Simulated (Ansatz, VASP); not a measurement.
**NbP: VASP beside Ansatz**

File INCAR:

```
SYSTEM = NbP
PREC = Accurate
ENCUT = 520
EDIFF = 1E-7
ISMEAR = -1
SIGMA = 0.05
LREAL = .False.
LASPH = .True.
NELM = 60
ALGO = Normal
ISIF = 2
LWAVE = .False.
LCHARG = .False.
GGA = CA
NBANDS = 26
```

The input KPOINTS:

```
Automatic mesh
0
Gamma
  11 11 11
  0 0 0
```

File POSCAR:

```
NbP
1.0
   -1.6860157846      1.6860157846      5.7781232452
    1.6860157846     -1.6860157846      5.7781232452
    1.6860157846      1.6860157846     -5.7781232452
Nb P
2 2
Direct
    0.2498808000      0.7498808000      0.5000000000
    0.4998808000      0.4998808000      0.0000000000
    0.8327477700      0.3327477700      0.5000000000
    0.0827477700      0.0827477700      0.0000000000
```

The input input.yaml:

```yaml
crystal:
  lattice:
    - [-1.6860157846, 1.6860157846, 5.7781232452]
    - [1.6860157846, -1.6860157846, 5.7781232452]
    - [1.6860157846, 1.6860157846, -5.7781232452]
  atoms:
    - { symbol: Nb, position: [0.2498808, 0.7498808, 0.5] }
    - { symbol: Nb, position: [0.4998808, 0.4998808, 0.0] }
    - { symbol: P, position: [0.83274777, 0.33274777, 0.5] }
    - { symbol: P, position: [0.08274777, 0.08274777, 0.0] }
hamiltonian:
  xc: lda
  pseudopotentials: { kind: paw }
kpoints:
  mp_grid: { grid: [11, 11, 11] }
scf:
  occupations: { method: fermi_dirac, width: 0.05 }
output:
  forces: true
  stress: true
  eigenvalues: true
  write_density: true
  write_potential: true
  elf: true
  volumetric_format: npy
```

Alike in both runs: task single point; functional LDA; k mesh 11 × 11 × 11; occupations fermi-dirac, width 0.05 eV; no spin polarisation.

|  | VASP | Ansatz |
| --- | --- | --- |
| version | VASP 6.6.1 | Ansatz 0.2.0 |
| potentials or method | VASP PAW LDA potentials, release 64 (Nb_sv, P) | Ansatz PAW |
| plane-wave cutoff (eV) | 520 | 420 |
| valence electrons in the cell | 36 | 36 |

|  | VASP | Ansatz | Ansatz less VASP |
| --- | --- | --- | --- |
| gap on the k mesh at the Fermi level (eV) | none | none | - |
| pressure (GPa) | -12.7 | -12.6 | +0.12 |
| traceless stress, the component that is largest in VASP (GPa) | 0.48 | 0.49 | +0.005 |
| rms of the force components (eV/Å) | 0.005 | 0.005 | -0.0001 |

LDA's correlation is that of Perdew and Zunger in VASP and of Perdew and Wang (1992) in Ansatz. Atom by atom the forces differ by 0.000 eV/Å (rms over components). A gap of «none» marks a metal or a gap that the smearing closes.
